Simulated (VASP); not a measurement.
Input of a VASP 6.6.1 run:

File INCAR:

```
PREC = Accurate
ENCUT = 520
EDIFF = 1E-6
ISMEAR = 0
SIGMA = 0.1
LREAL = F
LASPH = T
NELM = 80
ALGO = Normal
ISIF = 2
LWAVE = F
LCHARG = T
GGA = PE
LELF = T
LVHAR = T
NBANDS = 21
```

File KPOINTS:

```
Automatic mesh
0
Gamma
  8 8 8
```

File POSCAR:

```
SiC2
1.0
   -1.6881747700      1.6881747700      7.1623189600
    1.6881747700     -1.6881747700      7.1623189600
    1.6881747700      1.6881747700     -7.1623189600
Si C
2 4
Direct
    0.0000000000      0.0000000000      0.0000000000
    0.7500000000      0.2500000000      0.5000000000
    0.6666666700      0.6666666700      0.0000000000
    0.3333333300      0.3333333300      0.0000000000
    0.4166666700      0.9166666700      0.5000000000
    0.0833333300      0.5833333300      0.5000000000
```

Potentials or basis: VASP PAW PBE potentials, release 64 (Si, C).

Launch:

```bash
$ cat potpaw_PBE.64/Si/POTCAR potpaw_PBE.64/C/POTCAR > POTCAR
$ mpirun -np 1 vasp_std > vasp.out
```

Task: What does it give for the band gap on the k mesh?

Result: 0.61 eV.

Task: Estimate the pressure.

Result: -40.2 GPa.

Stress tensor (GPa, compression positive):
```
-38.45   0.00   0.00
  0.00 -38.45   0.00
  0.00   0.00 -43.79
```

Caveat: the stress differs along the axes, from -44 to -38 GPa; semilocal functionals underestimate gaps, and a narrow one can read as zero. A k mesh can miss the band edges.
